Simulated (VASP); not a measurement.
# Pb: single point with r2SCAN50

Pb:

```xyz
1
Lattice="0.0000 2.4750 2.4750 2.4750 0.0000 2.4750 2.4750 2.4750 0.0000" Properties=species:S:1:pos:R:3 pbc="T T T"
Pb    0.0000    0.0000    0.0000
```

* Program: VASP 6.6.1
* Task: single point
* Functional: r2SCAN50
* Potentials or basis: VASP PAW PBE potentials, release 64 (Pb_d)
* Cutoff: 520 eV
* k mesh: 5 × 5 × 5
* Occupations: fermi-dirac, width 0.05 eV
* Spin: no spin polarisation

```
Pressure               : -1.2 GPa
Band gap on the k mesh : zero (bands 7 and 8 overlap by 11.28 eV)
```

Levels at points of the mesh, in eV from the Fermi level:
```csv
k point,band 3,band 4,band 5,band 6,band 7,band 8,band 9,band 10,band 11,band 12
"(0.00, 0.00, 0.00)",-21.38,-21.22,-21.22,-14.96,10.50,10.50,10.50,12.89,14.78,15.68
```

Run time: 6.8 min on 1 thread of AMD EPYC 7R43 64-Core Processor (Zen 3), with other jobs on the host, peak memory 0.14 GiB.

Caveat: the k points lie up to 0.44 Å⁻¹ apart, too coarse for converged energies and pressures of a metal; the PAW data sets were made with another functional, which shifts forces and pressure a little; spin-orbit coupling is left out, which moves the levels of the heavy elements.
